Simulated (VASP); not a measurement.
# Nb (P6_3/mmc) in VASP: further runs, part 2 of 2

VASP 6.6.1. The steps go on from the part before.

## 3. Single point, BLYP

This run uses another cell than the first one, of 19.44 Å³/atom, 1.042 times its volume.

INCAR

```
PREC = Accurate
ENCUT = 520
EDIFF = 1E-6
ISMEAR = -1
SIGMA = 0.1
LREAL = False
LASPH = True
NELM = 60
ALGO = Normal
ISIF = 2
LWAVE = False
LCHARG = True
GGA = B5
ALDAX = 1.0
AGGAX = 1.0
AGGAC = 1.0
ALDAC = 0.0
LELF = True
LVHAR = True
NBANDS = 20
```

KPOINTS

```
Automatic mesh
0
Gamma
  14 14 7
```

POSCAR

```
Nb
1.0
    2.8957170197      0.0000000000      0.0000000000
   -1.4478585098      2.5077645012      0.0000000000
    0.0000000000      0.0000000000      5.3553372068
Nb
2
Direct
    0.3333333333      0.6666666667      0.2500000000
    0.6666666667      0.3333333333      0.7500000000
```

Potentials or basis: VASP PAW PBE potentials, release 64 (Nb_sv).

On the command line:

```bash
> cat potpaw_PBE.64/Nb_sv/POTCAR > POTCAR
> mpirun -np 1 vasp_std > vasp.out
```

Run time: 48 s. Hardware: 1 thread of Intel Xeon Platinum 8488C (Sapphire Rapids), shared host; peak memory 0.19 GiB.

It converged, with:

```
Free energy            : -17.2299 eV
Pressure               : -0.2 GPa
Band gap on the k mesh : zero (band 13 reaches 12.57 eV, above the bottom of band 14 at 10.43 eV)
```

Stress tensor (GPa, compression positive):
```
-0.31  0.00  0.00
 0.00 -0.31  0.00
 0.00  0.00  0.11
```

Levels at points of the mesh, in eV from the Fermi level:
| k point | band 9 | band 10 | band 11 | band 12 | band 13 | band 14 | band 15 | band 16 | band 17 | band 18 |
| --- | --- | --- | --- | --- | --- | --- | --- | --- | --- | --- |
| (0.00, 0.00, 0.00) | -5.92 | -3.74 | -1.06 | 0.29 | 0.29 | 0.48 | 0.67 | 0.67 | 2.46 | 2.46 |
| (0.50, 0.00, 0.00) | -3.43 | -3.15 | -3.01 | -0.55 | 0.28 | 0.36 | 0.76 | 4.05 | 5.16 | 5.34 |

Caveat: the PAW data sets were made with another functional, which shifts forces and pressure a little.

## 4. Single point, BLYP (volume scaled by 1.04)

INCAR

```
SYSTEM = Nb
AGGAC = 1.0
AGGAX = 1.0
ALDAC = 0.0
ALDAX = 1.0
ALGO = Normal
EDIFF = 1E-6
ENCUT = 520
GGA = B5
ISIF = 2
ISMEAR = -1
LASPH = .True.
LCHARG = .True.
LELF = .True.
LREAL = .False.
LVHAR = .True.
LWAVE = .False.
NBANDS = 20
NELM = 60
PREC = Accurate
SIGMA = 0.1
```

KPOINTS

```
k-points
0
Gamma
  14 14 7
  0 0 0
```

POSCAR

```
Nb
1.0
    2.9338229293      0.0000000000      0.0000000000
   -1.4669114646      2.5407651870      0.0000000000
    0.0000000000      0.0000000000      5.4258102517
Nb
2
Direct
    0.3333333333      0.6666666667      0.2500000000
    0.6666666667      0.3333333333      0.7500000000
```

Potentials or basis: VASP PAW PBE potentials, release 64 (Nb_sv).

On the command line:

```bash
> cat potpaw_PBE.64/Nb_sv/POTCAR > POTCAR
> mpirun -np 1 vasp_std > vasp.out
```

OUTCAR:

```text
SYSTEM = Nb
   EDIFF = 1E-6
   ENCUT = 520
   GGA = B5
   ISIF = 2
   ISMEAR = -1
   LASPH = .True.
   LREAL = .False.
   NELM = 60
   PREC = Accurate

 ion  position               nearest neighbor table
   1  0.333  0.667  0.250-
   2  0.667  0.333  0.750-

  LATTYP: Found a hexagonal cell.
 ALAT       =     2.9338229293
 C/A-ratio  =     1.8493993613

  Lattice vectors:

 A1 = (   2.9338229293,   0.0000000000,   0.0000000000)
 A2 = (  -1.4669114646,   2.5407651870,   0.0000000000)
[... 189 lines left out ...]
      3     -20.6876      2.00000
      4     -20.0117      2.00000
      5     -19.7755      2.00000
      6     -19.7755      2.00000
[... 541 lines left out ...]
     19      18.0880      0.00000
     20      18.3513      0.00000

 [... further k-points ...]
[... 5 lines left out ...]
  --------------------------------------------------------------------------------------
  -------------------------------------------------------------------------------------
  Total       -1.4836703     -1.4836703     -1.1995404     -0.0000000      0.0000000      0.0000000
  in kB      -58.7739606    -58.7739606    -47.5184699     -0.0000000      0.0000000      0.0000000
  external PRESSURE =     -55.0221304 kB  Pullay stress =       0.0000000 kB

 VOLUME and BASIS-vectors are now :
 -----------------------------------------------------------------------------
  energy-cutoff  :      520.00
  volume of cell :       40.44
      direct lattice vectors                 reciprocal lattice vectors
     2.933822929  0.000000000  0.000000000     0.340852200  0.196791109  0.000000000
    -1.466911465  2.540765187  0.000000000     0.000000000  0.393582219  0.000000000
     0.000000000  0.000000000  5.425810252     0.000000000  0.000000000  0.184304270

 POSITION                                       TOTAL-FORCE (eV/Angst)
 -----------------------------------------------------------------------------------
     -0.00000      1.69384      1.35645         0.000000     -0.000000      0.000000
      1.46691      0.84692      4.06936        -0.000000      0.000000      0.000000
 -----------------------------------------------------------------------------------
    total drift:                               -0.000000      0.000000     -0.000000

  FREE ENERGIE OF THE ION-ELECTRON SYSTEM (eV)
  ---------------------------------------------------
  free  energy   TOTEN  =       -17.2024437778 eV

  energy  without entropy=      -17.1000813049  energy(sigma->0) =      -17.15126254
```

stdout:

```text
POSCAR found type information on POSCAR Nb
 POSCAR found :  1 types and       2 ions
 scaLAPACK will be used
 -----------------------------------------------------------------------------
|                                                                             |
|                                                                             |
|     You enforced a specific xc type in the INCAR file but a different       |
|     I HOPE YOU KNOW WHAT YOU ARE DOING!                                     |
|                                                                             |
 -----------------------------------------------------------------------------

 LDA part: xc-table for (Slater(with rela. corr.)+VWN5), standard interpolation
 POSCAR, INCAR and KPOINTS ok, starting setup
 FFT: planning ... GRIDC
 FFT: planning ... GRID_SOFT
 FFT: planning ... GRID
 WAVECAR not read
 entering main loop
```

Wall time 46 s (1 thread of Intel Xeon Platinum 8488C (Sapphire Rapids), shared host); peak memory 0.19 GiB.

What came out:

```yaml
Free_energy: -17.2024 eV
Pressure: -5.5 GPa
Band_gap_on_the_k_mesh: zero (band 13 reaches 11.96 eV, above the bottom of band 14 at 9.95 eV)
```

Caveat: the cell differs from its parent crystal (volume scaled by 1.04); the PAW data sets were made with another functional, which shifts forces and pressure a little.

## 5. Single point, BLYP (volume scaled by 1.08)

INCAR

```
PREC = Accurate ; ENCUT = 520
EDIFF = 1E-6 ; ISMEAR = -1
SIGMA = 0.1 ; LREAL = False
LASPH = True ; NELM = 60
ALGO = Normal ; ISIF = 2
LWAVE = False ; LCHARG = False
GGA = B5 ; ALDAX = 1.0
AGGAX = 1.0 ; AGGAC = 1.0
ALDAC = 0.0 ; NBANDS = 20
```

KPOINTS

```
Automatic mesh
0
Gamma
  14 14 7
```

POSCAR

```
Nb
1.0
    2.9709638712      0.0000000000      0.0000000000
   -1.4854819356      2.5729301862      0.0000000000
    0.0000000000      0.0000000000      5.4944986860
Nb
2
Direct
    0.3333333333      0.6666666667      0.2500000000
    0.6666666667      0.3333333333      0.7500000000
```

On the command line:

```bash
> cat potpaw_PBE.64/Nb_sv/POTCAR > POTCAR
> mpirun -np 1 vasp_std > vasp.out
```

Run time: 60 s. Hardware: 1 thread of Intel Xeon Platinum 8488C (Sapphire Rapids), shared host; peak memory 0.19 GiB.

The run converged. Its results:

```yaml
Free_energy: -17.1280 eV
Pressure: -9.9 GPa
Band_gap_on_the_k_mesh: zero (band 13 reaches 11.39 eV, above the bottom of band 14 at 9.50 eV)
```

Stress tensor (GPa, compression positive):
```
-10.47   0.00   0.00
  0.00 -10.47   0.00
  0.00   0.00  -8.71
```

Levels at points of the mesh, in eV from the Fermi level:
| k point | band 9 | band 10 | band 11 | band 12 | band 13 | band 14 | band 15 | band 16 | band 17 | band 18 |
| --- | --- | --- | --- | --- | --- | --- | --- | --- | --- | --- |
| (0.00, 0.00, 0.00) | -5.73 | -3.54 | -0.93 | 0.31 | 0.31 | 0.33 | 0.65 | 0.65 | 2.26 | 2.26 |
| (0.50, 0.00, 0.00) | -3.09 | -2.92 | -2.68 | -0.47 | 0.25 | 0.25 | 0.74 | 3.67 | 4.66 | 4.82 |

Caveat: the cell differs from its parent crystal (volume scaled by 1.08); the PAW data sets were made with another functional, which shifts forces and pressure a little.

## 6. Overview

```csv
cell,gap on the mesh (eV),pressure (GPa)
"a = 2.857, b = 2.857, c = 5.283 Å, angles 90.0, 90.0, 120.0°, 2 atoms",none,6.3
"a = 2.896, b = 2.896, c = 5.355 Å, angles 90.0, 90.0, 120.0°, 2 atoms",none,-0.2
"a = 2.934, b = 2.934, c = 5.426 Å, angles 90.0, 90.0, 120.0°, 2 atoms",none,-5.5
"a = 2.971, b = 2.971, c = 5.494 Å, angles 90.0, 90.0, 120.0°, 2 atoms",none,-9.9
```

Alike in all rows: task single point; level BLYP; potentials or basis VASP PAW PBE potentials, release 64 (Nb_sv); no spin polarisation; k mesh 14 × 14 × 7; cutoff (eV) 520; smearing fermi-dirac 0.1 eV.

Caveats: the PAW data sets were made with another functional, which shifts forces and pressure a little.

Total energies depend on the potentials used, so only differences within one code and one set of settings carry meaning.
